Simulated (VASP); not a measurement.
A run of VASP 6.6.1 is set up as follows.

Contents of INCAR:

```
PREC     = Accurate       # precision mode
ENCUT    = 520            # plane-wave cutoff, eV
EDIFF    = 1E-6           # SCF threshold, eV
ISMEAR   = 0              # smearing method
SIGMA    = 0.1            # smearing width, eV
LREAL    = False          # projectors in reciprocal space
LASPH    = True           # aspherical terms in the spheres
NELM     = 100            # most SCF steps
ALGO     = Normal         # electronic algorithm
ISIF     = 2              # what is computed and relaxed
LWAVE    = False          # write WAVECAR
LCHARG   = True           # write CHGCAR
GGA      = PE             # functional
LELF     = True           # ELF
LVHAR    = True         
NBANDS   = 34             # bands
```

KPOINTS

```
Automatic mesh
0
Gamma
  10 10 8
```

The input POSCAR:

```
ZrPbO4
1.0
    3.8300333860      0.0000000000      0.0000000000
    0.0000000000      3.8300333860      0.0000000000
    0.0000000000      0.0000000000      5.4556198848
Zr Pb O
1 1 4
Direct
    0.5000000000      0.5000000000      0.5000000000
    0.0000000000      0.0000000000      0.0000000000
    0.5000000000      0.0000000000      0.7354274071
    0.0000000000      0.5000000000      0.2645725929
    0.5000000000      0.0000000000      0.2645725929
    0.0000000000      0.5000000000      0.7354274071
```

Potentials or basis: VASP PAW PBE potentials, release 64 (Zr_sv, Pb_d, O).

Run with:

```sh
$ cat potpaw_PBE.64/Zr_sv/POTCAR potpaw_PBE.64/Pb_d/POTCAR potpaw_PBE.64/O/POTCAR > POTCAR
$ mpirun -np 1 vasp_std > vasp.out
```

Question: What does it give for the band gap on the k mesh?

Answer: Zero (bands 25 and 26 overlap by 0.32 eV).

Question: What does it give for the largest force?

Answer: 0.004 eV/Å.

Stress tensor (GPa, compression positive):
```
-13.12   0.00   0.00
  0.00 -13.12   0.00
  0.00   0.00 -13.22
```

Caveat: the cell stands under tension; spin-orbit coupling is left out, which moves the levels of the heavy elements.
